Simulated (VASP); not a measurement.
# ZrC (Fm-3m) in VASP: single point with PBEsol

Aim: the single point of ZrC with PBEsol.

Program: VASP 6.6.1. These are calculated values, not measurements. Logs are shortened: lines on timing, memory, paths and dates and some standing lists are left out, and cuts for length are marked.

### Step 1. The cell of the first run

The structure is cubic, space group Fm-3m (No. 225). Conventional cell: a = 4.730 Å, b = 4.730 Å, c = 4.730 Å, α = 90.00°, β = 90.00°, γ = 90.00°. Zr (site symmetry m-3m) has 6 C at 2.37 Å within 3.1 Å. Within 3.1 Å of C (site symmetry m-3m) lie 6 Zr at 2.37 Å.

### Step 2. Single point, PBEsol

Contents of INCAR:

```
PREC     = Accurate       # precision mode
ENCUT    = 600            # plane-wave cutoff, eV
EDIFF    = 1E-6           # SCF threshold, eV
ISMEAR   = -1             # smearing method
SIGMA    = 0.0272         # smearing width, eV
LREAL    = F              # projectors in reciprocal space
LASPH    = T              # aspherical terms in the spheres
NELM     = 120            # most SCF steps
ALGO     = Normal         # electronic algorithm
ISIF     = 2              # what is computed and relaxed
LWAVE    = F              # write WAVECAR
LCHARG   = T              # write CHGCAR
GGA      = PS             # functional
LELF     = T              # ELF
LVHAR    = T            
NBANDS   = 15             # bands
GGA_COMPAT= F
```

Contents of KPOINTS:

```
regular mesh
0
Gamma
  10 10 10
```

Contents of POSCAR:

```
ZrC
1.0
    0.0000000000      2.3650000000      2.3650000000
    2.3650000000      0.0000000000      2.3650000000
    2.3650000000      2.3650000000      0.0000000000
Zr C
1 1
Direct
    0.5000000000      0.5000000000      0.5000000000
    0.0000000000      0.0000000000      0.0000000000
```

Potentials or basis: VASP PAW PBE potentials, release 64 (Zr_sv, C).

Command:

```sh
$ cat potpaw_PBE.64/Zr_sv/POTCAR potpaw_PBE.64/C/POTCAR > POTCAR
$ mpirun -np 1 vasp_std > vasp.out
```

OUTCAR:

```text
PREC = Accurate
   ENCUT = 600
   EDIFF = 1E-6
   ISMEAR = -1
   LREAL = F
   LASPH = T
   NELM = 120
   ISIF = 2
   GGA = PS

 ion  position               nearest neighbor table
   1  0.500  0.500  0.500-   2 2.37   2 2.37   2 2.37   2 2.37   2 2.37   2 2.37
   2  0.000  0.000  0.000-   1 2.37   1 2.37   1 2.37   1 2.37   1 2.37   1 2.37

  LATTYP: Found a face centered cubic cell.
 ALAT       =     4.7300000000

  Lattice vectors:

 A1 = (   0.0000000000,   2.3650000000,   2.3650000000)
 A2 = (   2.3650000000,   0.0000000000,   2.3650000000)
 A3 = (   2.3650000000,   2.3650000000,   0.0000000000)

Analysis of symmetry for initial positions (statically):
=====================================================================
 Subroutine PRICEL returns:
 Original cell was already a primitive cell.

 Routine SETGRP: Setting up the symmetry group for a
 face centered cubic supercell.

 Subroutine GETGRP returns: Found 48 space group operations
 (whereof 48 operations were pure point group operations)
 out of a pool of 48 trial point group operations.

The static configuration has the point symmetry O_h .

Analysis of symmetry for dynamics (positions and initial velocities):
=====================================================================
 Subroutine PRICEL returns:
 Original cell was already a primitive cell.

 Routine SETGRP: Setting up the symmetry group for a
 face centered cubic supercell.

 Subroutine GETGRP returns: Found 48 space group operations
 (whereof 48 operations were pure point group operations)
 out of a pool of 48 trial point group operations.

The dynamic configuration has the point symmetry O_h .

 Subroutine INISYM returns: Found 48 space group operations
 (whereof 48 operations are pure point group operations),
 and found     1 'primitive' translations

----------------------------------------------------------------------------------------

                                     Primitive cell

  volume of cell :      26.4560

  direct lattice vectors                    reciprocal lattice vectors
     0.000000000  2.365000000  2.365000000    -0.211416490  0.211416490  0.211416490
     2.365000000  0.000000000  2.365000000     0.211416490 -0.211416490  0.211416490
     2.365000000  2.365000000  0.000000000     0.211416490  0.211416490 -0.211416490

  length of vectors
     3.344615075  3.344615075  3.344615075     0.366184103  0.366184103  0.366184103

  position of ions in fractional coordinates (direct lattice)
     0.500000000  0.500000000  0.500000000
     0.000000000  0.000000000  0.000000000

  ion indices of the primitive-cell ions
   primitive index   ion index
                 1           1
                 2           2

----------------------------------------------------------------------------------------

 KPOINTS: regular mesh

Automatic generation of k-mesh.
 Grid dimensions read from file:
 generate k-points for:   10   10   10

 Generating k-lattice:

  Cartesian coordinates                     Fractional coordinates (reciprocal lattice)
    -0.021141649  0.021141649  0.021141649     0.100000000  0.000000000  0.000000000
     0.021141649 -0.021141649  0.021141649     0.000000000  0.100000000  0.000000000
     0.021141649  0.021141649 -0.021141649     0.000000000  0.000000000  0.100000000

  Length of vectors
     0.036618410  0.036618410  0.036618410

  Shift w.r.t. Gamma in fractional coordinates (k-lattice)
     0.000000000  0.000000000  0.000000000

 Subroutine IBZKPT returns following result:
 ===========================================

 Found     47 irreducible k-points:

 Following reciprocal coordinates:
            Coordinates               Weight
  0.000000  0.000000  0.000000      1.000000
  0.100000  0.000000  0.000000      8.000000
  0.200000  0.000000  0.000000      8.000000
  0.300000  0.000000  0.000000      8.000000
  0.400000  0.000000  0.000000      8.000000
  0.500000  0.000000  0.000000      4.000000
[... 16 lines left out ...]
  0.300000  0.300000  0.000000      6.000000
  0.400000  0.300000  0.000000     24.000000
 [... further k-points ...]
   k-points           NKPTS =     47   k-points in BZ     NKDIM =     47   number of bands    NBANDS=     15
   number of dos      NEDOS =    301   number of ions     NIONS =      2
   total plane-waves  NPLWV =  21952
   dimension x,y,z NGX =    28 NGY =   28 NGZ =   28
   dimension x,y,z NGXF=    56 NGYF=   56 NGZF=   56
   ions per type =               1   1
   NGX,Y,Z   is equivalent  to a cutoff of  13.92, 13.92, 13.92 a.u.
   NGXF,Y,Z  is equivalent  to a cutoff of  27.84, 27.84, 27.84 a.u.
 SYSTEM =  unknown system
   PREC   = accura    normal or accurate (medium, high low for compatibility)
   ISTART =      0    job   : 0-new  1-cont  2-samecut
   ICHARG =      2    charge: 1-file 2-atom 10-const
   ISPIN  =      1    spin polarized calculation?
   LNONCOLLINEAR =      F non collinear calculations
   LSORBIT =      F    spin-orbit coupling
   LASPH  =      T    aspherical Exc in radial PAW
   ENCUT  =  600.0 eV  44.10 Ry    6.64 a.u.   6.68  6.68  6.68*2*pi/ulx,y,z
   NELM   =    120;   NELMIN=  2; NELMDL= -5     # of ELM steps
   EDIFF  = 0.1E-05   stopping-criterion for ELM
   LREAL  =      F    real-space projection
   EDIFFG = 0.1E-04   stopping-criterion for IOM
   NSW    =      0    number of steps for IOM
   IBRION =     -1    ionic relax: 0-MD 1-quasi-New 2-CG
   NFREE  =      0    steps in history (QN), initial steepest desc. (CG)
   ISIF   =      2    stress and relaxation
   ISYM   =      2    0-nonsym 1-usesym 2-fastsym
   POTIM  = 0.5000    time-step for ionic-motion
   TEBEG  =    0.0;   TEEND  =   0.0 temperature during run
   PSTRESS=    0.0 pullay stress
   NELECT =      16.0000    total number of electrons
   NUPDOWN=      -1.0000    fix difference up-down
   EMIN   =  10.00;   EMAX   =-10.00  energy-range for DOS
   EFERMI =   0.00;   METHOD = LEGACY
   ISMEAR =    -1;   SIGMA  =   0.03  broadening in eV -4-tet -1-fermi 0-gaus
   EFERMI_NEDOS =   21; number of points for ismear=-14 and -15
   IALGO  =     38    algorithm
   IMIX   =      4    mixing-type and parameters
     AMIX     =   0.40;   BMIX     =  1.00
     AMIX_MAG =   1.60;   BMIX_MAG =  1.00
  volume/ion in A,a.u.               =      13.23        89.27
  Fermi-wavevector in a.u.,A,eV,Ry     =   1.384439  2.616209 26.077880  1.916670
  Thomas-Fermi vector in A             =   2.508943
   LORBIT       =      0    0 simple, 1 ext, 2 COOP (PROOUT), +10 PAW based schemes
   GGA     = PS    functional components
   LHFCALC =     F    Hartree Fock is set to
   AEXX    =    0.0000 exact exchange contribution
   IVDW    =     0    specifies the selected vdW correction
   LEPSILON=     F    determine dielectric tensor
   LRPA    =     F    only Hartree local field effects (RPA)
 non-spin polarized calculation
  energy-cutoff  :      600.00
  volume of cell :       26.46
 maximum number of plane-waves:       903
   NGX = 13   NGY = 13   NGZ = 13

 number of electron      16.0000000 magnetization

 Free energy of the ion-electron system (eV)
  ---------------------------------------------------
  ext. energy  EPLUGINS =         0.00000000
  ---------------------------------------------------
  free energy    TOTEN  =       -20.54711383 eV

  energy without entropy =      -20.54653550  energy(sigma->0) =      -20.54682467

 E-fermi :   9.2842     XC(G=0): -12.1873

 val. band max:        9.2158067453   @ k =   0.1000   0.0000   0.0000
 cond. band min:       9.3280145362   @ k =   0.5000   0.5000   0.0000
 fundamental gap:      0.1122077909
 Fermi energy:         9.2841623961

 k-point     1 :       0.0000    0.0000    0.0000
  band No.  band energies     occupation
      1     -38.7695      2.00000
      2     -16.5226      2.00000
      3     -16.5226      2.00000
      4     -16.5226      2.00000
      5      -1.9375      2.00000
      6      10.2244      0.00000
      7      10.2244      0.00000
      8      10.2244      0.00000
      9      10.3279      0.00000
     10      10.3279      0.00000
     11      10.3279      0.00000
     12      12.0292      0.00000
     13      12.0292      0.00000
     14      16.3556      0.00000
     15      19.6238      0.00000

 k-point     2 :       0.1000    0.0000    0.0000
  band No.  band energies     occupation
      1     -38.7606      2.00000
      2     -16.6056      2.00000
      3     -16.5300      2.00000
      4     -16.5300      2.00000
      5      -1.7167      2.00000
      6       8.9115      2.00000
      7       9.2158      1.85011
      8       9.2158      1.85011
      9      10.6995      0.00000
     10      10.6995      0.00000
     11      11.1437      0.00000
     12      13.1265      0.00000
     13      13.1265      0.00000
     14      16.8303      0.00000
     15      20.2209      0.00000

 k-point     3 :       0.2000    0.0000    0.0000
  band No.  band energies     occupation
      1     -38.7371      2.00000
      2     -16.8166      2.00000
      3     -16.5492      2.00000
      4     -16.5492      2.00000
      5      -1.1083      2.00000
      6       7.3322      2.00000
      7       8.0436      2.00000
      8       8.0436      2.00000
      9      11.3386      0.00000
     10      11.3386      0.00000
     11      11.6962      0.00000
     12      14.9745      0.00000
     13      14.9745      0.00000
     14      17.7973      0.00000
     15      21.5917      0.00000
[... 343 lines left out ...]
 k-point    23 :       0.3000    0.3000    0.0000
  band No.  band energies     occupation
      1     -38.6874      2.00000
      2     -17.0045      2.00000
      3     -16.7002      2.00000
      4     -16.7002      2.00000
      5      -0.5671      2.00000
      6       5.9473      2.00000
      7       8.2695      2.00000
      8       8.9518      1.99999
      9       8.9518      1.99999
     10      13.0103      0.00000
     11      14.3711      0.00000
     12      14.3711      0.00000
     13      16.2091      0.00000
     14      20.8326      0.00000
     15      23.6386      0.00000

 k-point    24 :       0.4000    0.3000    0.0000
  band No.  band energies     occupation
      1     -38.6686      2.00000
      2     -17.1027      2.00000
      3     -16.7530      2.00000
      4     -16.7282      2.00000
      5      -0.4362      2.00000
      6       6.1025      2.00000
      7       7.5814      2.00000
      8       8.6527      2.00000
      9       9.4642      0.00266
     10      13.7356      0.00000
     11      14.6684      0.00000
     12      14.7865      0.00000
     13      16.8803      0.00000
     14      20.7076      0.00000
     15      21.9688      0.00000

 [... further k-points ...]

------------------------ aborting loop because EDIFF is reached ----------------------------------------

  FORCE on cell =-STRESS in cart. coord.  units (eV):
  Direction    XX          YY          ZZ          XY          YZ          ZX
  --------------------------------------------------------------------------------------
  -------------------------------------------------------------------------------------
  Total       -1.3616228     -1.3616228     -1.3616228      0.0000000      0.0000000     -0.0000000
  in kB      -82.4601220    -82.4601220    -82.4601220      0.0000000      0.0000000     -0.0000000
  external PRESSURE =     -82.4601220 kB  Pullay stress =       0.0000000 kB

 VOLUME and BASIS-vectors are now :
 -----------------------------------------------------------------------------
  energy-cutoff  :      600.00
  volume of cell :       26.46
      direct lattice vectors                 reciprocal lattice vectors
     0.000000000  2.365000000  2.365000000    -0.211416490  0.211416490  0.211416490
     2.365000000  0.000000000  2.365000000     0.211416490 -0.211416490  0.211416490
     2.365000000  2.365000000  0.000000000     0.211416490  0.211416490 -0.211416490

 POSITION                                       TOTAL-FORCE (eV/Angst)
 -----------------------------------------------------------------------------------
      2.36500      2.36500      2.36500         0.000000      0.000000      0.000000
      0.00000      0.00000      0.00000        -0.000000     -0.000000     -0.000000
 -----------------------------------------------------------------------------------
    total drift:                                0.000000      0.000000      0.000000

  FREE ENERGIE OF THE ION-ELECTRON SYSTEM (eV)
  ---------------------------------------------------
  free  energy   TOTEN  =       -20.5471138348 eV

  energy  without entropy=      -20.5465355022  energy(sigma->0) =      -20.54682467
```

It took 20 s on 1 thread of Intel Xeon Platinum 8259CL at 2.50GHz (Skylake/Cascade Lake), shared host; peak memory 0.17 GiB.

Results:

| Property | Result |
| --- | --- |
| Free energy | -20.5471 eV |
| Pressure | -8.2 GPa |
| Band gap on the k mesh | zero (bands 8 and 9 overlap by 1.27 eV) |

Levels at points of the mesh, in eV from the Fermi level:
```tsv
k point	band 5	band 6	band 7	band 8	band 9	band 10	band 11	band 12
(0.00, 0.00, 0.00)	-11.22	0.94	0.94	0.94	1.04	1.04	1.04	2.75
(0.50, 0.00, 0.00)	-8.19	-5.27	-2.88	-2.88	4.39	4.39	5.21	6.38
(0.50, 0.50, 0.00)	-10.03	-2.10	-1.76	0.04	0.04	4.36	5.54	5.54
```

Caveat: the cell stands under tension; the PAW data sets were made with another functional, which shifts forces and pressure a little.
